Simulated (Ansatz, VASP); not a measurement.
## One calculation of NaH, two programs

File POSCAR:

```
NaH
1.0
   -0.1797773728      2.3970316378      2.3970316378
    2.3970316378     -0.1797773728      2.3970316378
    2.2172542650      2.2172542650      0.0000000000
Na H
1 1
Direct
    0.0000000000      0.0000000000      0.0000000000
    0.5000000000      0.5000000000      0.5000000000
```

File INCAR.step1:

```
SYSTEM = NaH
ALGO = Normal
EDIFF = 1E-4
ENCUT = 520
GGA = PE
ISMEAR = -1
LASPH = .TRUE.
LCHARG = .FALSE.
LREAL = .FALSE.
LWAVE = .TRUE.
NBANDS = 11
NELM = 80
PREC = Accurate
SIGMA = 0.2
```

File INCAR.step2:

```
SYSTEM = NaH
ALGO = Normal
EDIFF = 1E-6
ENCUT = 520
ISIF = 2
ISMEAR = -1
ISTART = 1
LASPH = .TRUE.
LCHARG = .TRUE.
LELF = .TRUE.
LMIXTAU = .TRUE.
LREAL = .FALSE.
LVHAR = .TRUE.
LWAVE = .FALSE.
METAGGA = R2SCAN
NBANDS = 11
NELM = 80
PREC = Accurate
SIGMA = 0.2
```

File KPOINTS:

```
k-points
0
G
  8 8 8
  0 0 0
```

Input for Ansatz:

```yaml
crystal:
  lattice:
    - [-0.1797773728, 2.3970316378, 2.3970316378]
    - [2.3970316378, -0.1797773728, 2.3970316378]
    - [2.217254265, 2.217254265, 0.0]
  atoms:
    - { symbol: Na, position: [0.0, 0.0, 0.0] }
    - { symbol: H, position: [0.5, 0.5, 0.5] }
basis:
  ecutwfc: 520.0
kpoints:
  mp_grid: { grid: [8, 8, 8] }
hamiltonian:
  xc: r2scan
scf:
  occupations: { method: fermi_dirac, width: 0.2 }
output:
  forces: true
  stress: true
  eigenvalues: true
```

Change from the starting cell: engineering shear strain xy -0.1500, normal strain along z +0.0000.

Alike in both runs: task single point; functional r2SCAN; k mesh 8 × 8 × 8; occupations fermi-dirac, width 0.2 eV; no spin polarisation.

```csv
,VASP,Ansatz
version,VASP 6.6.1,Ansatz 0.2.0
potentials or method,"VASP PAW PBE potentials, release 64 (Na_pv, H), cutoff 520 eV","scalar-relativistic, plane waves, PAW"
valence electrons in the cell,8,10
```

Ansatz gave:

```
gap on the k mesh at the Fermi level (eV)                     : 3.87
least direct gap on the mesh (eV)                             : 5.14
pressure (GPa)                                                : 0.1
traceless stress, the component that is largest in VASP (GPa) : 3.70
```

Q: Estimate VASP's values.

A: gap on the k mesh at the Fermi level (eV): 3.89; least direct gap on the mesh (eV): 5.13; pressure (GPa): -0.3; traceless stress, the component that is largest in VASP (GPa): 3.71.

VASP's potentials were made for PBE, not for r2SCAN. VASP's potentials hold 8 valence electrons a cell and Ansatz's 10, so a difference there can come from the potentials and not from the codes.
